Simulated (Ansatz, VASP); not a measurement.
## HgPt: VASP beside Ansatz

```
CELL_PARAMETERS angstrom
3.01010 0.00000 0.00000
0.00000 3.01010 0.00000
0.00000 0.00000 3.87533
ATOMIC_POSITIONS crystal
Hg 0.00000 0.00000 0.00000
Pt 0.50000 0.50000 0.50000
```

Change from the starting cell: volume scaled by 1.04.

Alike in both runs: task single point; functional LDA; k mesh 12 × 12 × 10; occupations fermi-dirac, width 0.03 eV; no spin polarisation.

```csv
,VASP,Ansatz
version,VASP 6.6.1,Ansatz 0.2.0
potentials or method,"VASP PAW LDA potentials, release 64 (Hg, Pt), cutoff 520 eV","all-electron LAPW, scalar-relativistic"
```

Ansatz gave:

```
pressure (GPa)                                                : -8.2
traceless stress, the component that is largest in VASP (GPa) : 0.29
```

Which values does VASP return?

Pressure (GPa): -6.5; traceless stress, the component that is largest in VASP (GPa): 0.36.

LDA's correlation is that of Perdew and Zunger in VASP and of Perdew and Wang (1992) in Ansatz. Ansatz ran all-electron here, and VASP with PAW potentials.

Spin-orbit coupling is off throughout.
